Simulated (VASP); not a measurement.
Wanted: the native input for a VASP 6.6.1 run.

- Task: single point
- Functional: PBE
- Potentials or basis: VASP PAW PBE potentials, release 64 (Ca_sv, Cu, S)
- Cutoff: 520 eV
- k mesh: 3 × 3 × 3
- Occupations: gaussian, width 0.1 eV
- Spin: no spin polarisation
- Dipole correction: no
- Further INCAR settings: LREAL = Auto; ALGO = Normal; EDIFF = 1e-06; NBANDS = 97

The structure of Ca2Cu4S3 lies in POSCAR:

```
Ca2Cu4S3
1.0
    0.0125140000     -0.0086160000     -6.5464360000
    3.8045840000     -6.4988220000     -0.0164670000
   -7.6070020000      0.0012510000      0.0150210000
Ca Cu S
4 8 6
Direct
    0.9933911549      0.5189110256      0.0069142781
    0.0064068315      0.0075608170      0.0055857769
    0.9927615409      0.4931332553      0.4956768836
    0.0060362247      0.9809485036      0.4936991797
    0.6209702624      0.1779693922      0.4453863014
    0.6318862456      0.6735553949      0.3344884681
    0.6693612598      0.2092986277      0.7959172643
    0.6150404467      0.5436840056      0.7728399866
    0.3787169422      0.3242259466      0.0553357124
    0.3672282187      0.8270551136      0.1666195518
    0.3300934167      0.2911177573      0.7041719490
    0.3844985833      0.9572907829      0.7296779962
    0.2639409466      0.1689183686      0.3512007750
    0.2661294606      0.6428280453      0.3250885317
    0.2660924688      0.6649545936      0.8254015259
    0.7350705540      0.3314524954      0.1506070453
    0.7330010066      0.8567079205      0.1749221343
    0.7332176629      0.8360433597      0.6756016731
```

This cell differs from its parent crystal: atoms taken out.

The input as run:

INCAR

```
ALGO = Normal
EDIFF = 1E-6
ENCUT = 520
GGA = PE
ISIF = 2
ISMEAR = 0
LASPH = True
LCHARG = True
LELF = True
LREAL = Auto
LVHAR = True
LWAVE = False
NBANDS = 97
NELM = 60
PREC = Accurate
SIGMA = 0.1
```

KPOINTS

```
k-points
0
Gamma
  3 3 3
```

Potentials or basis: VASP PAW PBE potentials, release 64 (Ca_sv, Cu, S).

Launch:

```bash
$ cat potpaw_PBE.64/Ca_sv/POTCAR potpaw_PBE.64/Cu/POTCAR potpaw_PBE.64/S/POTCAR > POTCAR
$ mpirun -np 1 vasp_std > vasp.out
```

It gave:

```yaml
Pressure: 0.6 GPa
Largest_force: 0.195 eV/Å
Band_gap_on_the_k_mesh: 1.18 eV (least direct gap 1.26 eV)
```

Caveat: the cell differs from its parent crystal (atoms taken out); an odd mesh through Γ misses points on the zone boundary, where band edges can lie.

It took 26 min on 1 thread of Intel(R) Xeon(R) Platinum 8175M CPU @ 2.50GHz (Skylake/Cascade Lake) (shared host), peak memory 0.59 GiB.
